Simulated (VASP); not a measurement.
Write the native input for VASP 6.6.1 that does the following.

```
Task                   : single point
Functional             : PBE
Potentials or basis    : VASP PAW PBE potentials, release 64 (Ni, O)
Cutoff                 : 520 eV
k mesh                 : 20 × 20 × 20
Occupations            : gaussian, width 0.15 eV
Spin                   : collinear spin, ferromagnetic start
Starting moments       : [1.61, 0.33] μB
Dipole correction      : no
Further INCAR settings : ALGO = Normal; EDIFF = 1e-06; NBANDS = 19
```

The structure of NiO lies in POSCAR:

```
NiO
1.0
    0.0000000000      2.0913100000      1.9867445000
    2.0913100000      0.0000000000      1.9867445000
    2.0913100000      2.0913100000      0.0000000000
Ni O
1 1
Direct
    0.0000000000      0.0000000000      0.0000000000
    0.5000000000      0.5000000000      0.5000000000
```

This cell differs from its parent crystal: strain +0.000 along x and y, -0.050 along z.

One way to write it, as run:

INCAR

```
  PREC = Accurate
  ENCUT = 520
  EDIFF = 1E-6
  ISMEAR = 0
  SIGMA = 0.15
  LREAL = False
  LASPH = True
  NELM = 150
  ALGO = Normal
  ISIF = 2
  LWAVE = False
  LCHARG = True
  ISPIN = 2
  MAGMOM = 1.61 0.33
  LORBIT = 11
  LMAXMIX = 4
  GGA = PE
  LELF = True
  LVHAR = True
  NBANDS = 19
```

KPOINTS

```
Automatic mesh
0
Gamma
  20 20 20
```

Potentials or basis: VASP PAW PBE potentials, release 64 (Ni, O).

Run with:

```bash
$ cat potpaw_PBE.64/Ni/POTCAR potpaw_PBE.64/O/POTCAR > POTCAR
$ mpirun -np 1 vasp_std > vasp.out
```

Results of the run:

```
Pressure                                              : 15.1 GPa
Net moment                                            : 1.52 μB per cell
Site moments                                          : Ni +1.26; O +0.22 μB
Valence electrons inside the program's atomic spheres : Ni 9.10; O 5.00
```

Caveat: the cell differs from its parent crystal (strain +0.000 along x and y, -0.050 along z); the cell stands under pressure; a cell with one magnetic atom can't hold antiferromagnetic order, which such compounds often take.

Run time: 4.5 min on 1 thread of Intel(R) Xeon(R) Platinum 8259CL CPU @ 2.50GHz (Skylake/Cascade Lake) (shared host), peak memory 0.42 GiB.
